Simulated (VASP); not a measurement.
A run of VASP 6.6.1 is set up as follows.

Contents of INCAR:

```
  PREC = Accurate
  ENCUT = 520
  EDIFF = 1E-6
  ISMEAR = 1
  SIGMA = 0.05
  LREAL = F
  LASPH = T
  NELM = 100
  ALGO = Normal
  ISIF = 2
  LWAVE = F
  LCHARG = T
  GGA = PS
  LELF = T
  LVHAR = T
  NBANDS = 8
```

File KPOINTS:

```
regular mesh
0
Gamma
  9 9 9
```

Contents of POSCAR:

```
Al
1.0
    0.0000000000      2.0110792914      2.0110792914
    2.0110792914      0.0000000000      2.0110792914
    2.0110792914      2.0110792914      0.0000000000
Al
1
Direct
    0.0000000000      0.0000000000      0.0000000000
```

Potentials or basis: VASP PAW PBE potentials, release 64 (Al).

The run is started by

```sh
$ cat potpaw_PBE.64/Al/POTCAR > POTCAR
$ mpirun -np 1 vasp_std > vasp.out
```

Estimate the pressure.

0.1 GPa.

Caveat: the PAW data sets were made with another functional, which shifts forces and pressure a little.
